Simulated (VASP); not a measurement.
Input of a VASP 6.6.1 run:

Contents of INCAR:

```
  ALGO = Normal
  EDIFF = 1E-7
  ENCUT = 520
  GGA = PE
  ISIF = 2
  ISMEAR = 0
  LASPH = True
  LCHARG = False
  LREAL = False
  LWAVE = False
  NBANDS = 8
  NELM = 80
  PREC = Accurate
  SIGMA = 0.03
```

KPOINTS

```
k-points
0
Gamma
  13 13 13
```

File POSCAR:

```
Al
1.0
    0.0000000000      2.0199630948      2.0199630948
    2.0199630948      0.0000000000      2.0199630948
    2.0199630948      2.0199630948      0.0000000000
Al
1
Direct
    0.0000000000      0.0000000000      0.0000000000
```

Potentials or basis: VASP PAW PBE potentials, release 64 (Al).

Command:

```sh
$ cat potpaw_PBE.64/Al/POTCAR > POTCAR
$ mpirun -np 1 vasp_std > vasp.out
```

Estimate the pressure.

0.0 GPa.
